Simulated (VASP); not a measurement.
# SiNi2: single point with r2SCAN

SiNi2:

```
CELL_PARAMETERS angstrom
3.86955 0.00000 0.00000
-1.93477 3.35112 0.00000
0.00000 0.00000 4.92681
ATOMIC_POSITIONS crystal
Si 0.33333 0.66667 0.75000
Si 0.66667 0.33333 0.25000
Ni 0.00000 0.00000 0.00000
Ni 0.00000 0.00000 0.50000
Ni 0.33333 0.66667 0.25000
Ni 0.66667 0.33333 0.75000
```

```
Program                : VASP 6.6.1
Task                   : single point
Functional             : r2SCAN
Potentials or basis    : VASP PAW PBE potentials, release 64 (Si, Ni)
Cutoff                 : 520 eV
k mesh                 : 12 × 12 × 8
Occupations            : gaussian, width 0.1 eV
Spin                   : no spin polarisation
Dipole correction      : no
Further INCAR settings : ALGO = Normal; EDIFF = 1e-06; NBANDS = 33
```

```
Pressure               : 0.3 GPa
Band gap on the k mesh : zero (bands 24 and 25 overlap by 3.70 eV)
```

Stress tensor (GPa, compression positive):
```
0.35 0.00 0.00
0.00 0.35 0.00
0.00 0.00 0.26
```

Levels at points of the mesh, in eV from the Fermi level:
```
           k point  band 20  band 21  band 22  band 23  band 24  band 25  band 26  band 27  band 28  band 29
(0.00, 0.00, 0.00)    -1.25    -0.66    -0.66     0.10     2.87     2.87     2.97     2.97     3.13     3.58
(0.50, 0.00, 0.00)    -1.57    -1.38    -1.28    -1.09    -0.71    -0.61     1.35     1.92     3.22     3.93
(0.00, 0.00, 0.50)    -1.31    -1.31    -1.31     2.50     2.50     3.47     3.47     3.47     3.47     4.50
(0.50, 0.00, 0.50)    -1.77    -1.33    -1.33    -0.96    -0.96     0.99     0.99     3.17     3.17     6.08
```

It took 34 min on 1 thread of AMD EPYC 7R43 64-Core Processor (Zen 3), on a shared host, peak memory 0.27 GiB.

Caveat: the PAW data sets were made with another functional, which shifts forces and pressure a little. Spin polarisation is off, so any magnetic state and its effect on volume and gap are missing.
